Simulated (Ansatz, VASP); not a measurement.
## One calculation of Mn, two programs

```
Mn
1.0
     4.41851    0.00000    0.00000
     0.00000    4.41851    0.00000
     0.00000    0.00000    4.41851
Mn
8
Cartesian
  0.0000 0.0000 4.4185
  2.2093 2.2093 2.2093
  1.1046 0.0000 2.2093
  3.3139 0.0000 2.2093
  2.2093 1.1046 0.0000
  2.2093 3.3139 0.0000
  4.4185 2.2093 1.1046
  4.4185 2.2093 3.3139
```

Alike in both runs: functional PBE; k mesh 6 × 6 × 6; occupations fermi-dirac, width 0.05 eV; collinear spin.

Ansatz relaxed the structure, and its values are those at the end. VASP's run is a single point on that final structure, the one shown.

|  | VASP | Ansatz |
| --- | --- | --- |
| version | VASP 6.6.1 | Ansatz 0.2.0 |
| potentials or method | VASP PAW PBE potentials, release 64 (Mn_pv), cutoff 520 eV | plane waves (420 eV) with PAW, scalar-relativistic |
| valence electrons in the cell | 104 | 120 |

Ansatz gave:

* pressure (GPa): 0.0
* net moment per atom (μB): 0.07
* size of the moment on the site where the two differ most (μB): 0.06

Question: Estimate VASP's values.

Answer: Pressure (GPa): 0.0; net moment per atom (μB): 0.07; size of the moment on the site where the two differ most (μB): 0.05.

Site moments also hang on the region over which each program counts them. VASP's potentials hold 104 valence electrons a cell and Ansatz's 120, so a difference there can come from the potentials and not from the codes. Ansatz's warnings: seeded moment not kept.
